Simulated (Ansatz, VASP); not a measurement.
One calculation of Pt, two programs

The input INCAR:

```
PREC = Accurate
ENCUT = 520
EDIFF = 1E-7
ISMEAR = 0
SIGMA = 0.15
LREAL = False
LASPH = True
NELM = 60
ALGO = Fast
ISIF = 2
LWAVE = False
LCHARG = False
GGA = PE
NBANDS = 11
```

Contents of KPOINTS:

```
regular mesh
0
Gamma
  22 22 22
```

Contents of POSCAR:

```
Pt
1.0
    0.0000000000      2.2873307371      1.5546987020
    2.2873307371      0.0000000000      1.5546987020
    2.2873307371      2.2873307371      0.0000000000
Pt
1
Direct
    0.0000000000      0.0000000000      0.0000000000
```

Input for Ansatz:

```yaml
crystal:
  lattice:
    - [0.0, 2.2873307371, 1.554698702]
    - [2.2873307371, 0.0, 1.554698702]
    - [2.2873307371, 2.2873307371, 0.0]
  atoms:
    - { symbol: Pt, position: [0.0, 0.0, 0.0] }
basis:
  ecutwfc: 420
kpoints:
  mp_grid: { grid: [22, 22, 22] }
hamiltonian:
  xc: pbe
  pseudopotentials: { kind: paw, azcp: { folder: soft_1 } }
scf:
  occupations: { method: gaussian, width: 0.15 }
output:
  forces: true
  stress: true
  eigenvalues: true
```

Alike in both runs: task single point; functional PBE; k mesh 22 × 22 × 22; occupations gaussian, width 0.15 eV; no spin polarisation.

```csv
,VASP,Ansatz
version,VASP 6.6.1,Ansatz 0.2.0
potentials or method,"VASP PAW PBE potentials, release 64 (Pt), cutoff 520 eV","scalar-relativistic, plane waves, PAW"
valence electrons in the cell,10,18
```

```csv
,VASP,Ansatz,Ansatz less VASP
gap on the k mesh at the Fermi level (eV),none,none,-
pressure (GPa),-6.5,-6.1,+0.39
"traceless stress, the component that is largest in VASP (GPa)",-2.36,-2.38,-0.018
```

A gap of «none» marks a metal or a gap that the smearing closes. The functional is the same, so the differences come from potentials, cutoffs and numerics. VASP's potentials hold 10 valence electrons a cell and Ansatz's 18, so a difference there can come from the potentials and not from the codes.

Neither program's run includes spin-orbit coupling.
